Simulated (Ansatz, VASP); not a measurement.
## AsSe2: VASP beside Ansatz

```
As Se
1.0
    -1.75744    1.75744    5.07115
     1.75744   -1.75744    5.07115
     1.75744    1.75744   -5.07115
As Se
1 2
Direct
  0.00000 0.00000 0.00000
  0.35527 0.35527 0.00000
  0.64473 0.64473 0.00000
```

Change from the starting cell: species swapped into the HoAg2 type (I4/mmm, No. 139).

Alike in both runs: functional PBE; k mesh 6 × 6 × 6; occupations gaussian, width 0.1 eV; no spin polarisation.

Ansatz relaxed the structure, and its values are those at the end. VASP's run is a single point on that final structure, the one shown.

|  | VASP | Ansatz |
| --- | --- | --- |
| version | VASP 6.6.1 | Ansatz 0.2.0 |
| potentials or method | VASP PAW PBE potentials, release 64 (As, Se), cutoff 520 eV | scalar-relativistic, plane waves, PAW |
| valence electrons in the cell | 17 | 47 |

```csv
,VASP,Ansatz,Ansatz less VASP
gap on the k mesh at the Fermi level (eV),none,none,-
pressure (GPa),0.0,0.0,-0.03
```

A gap of «none» marks a metal or a gap that the smearing closes. VASP's potentials hold 17 valence electrons a cell and Ansatz's 47, so a difference there can come from the potentials and not from the codes.

The k mesh is coarse, so the values compare programs but aren't converged.
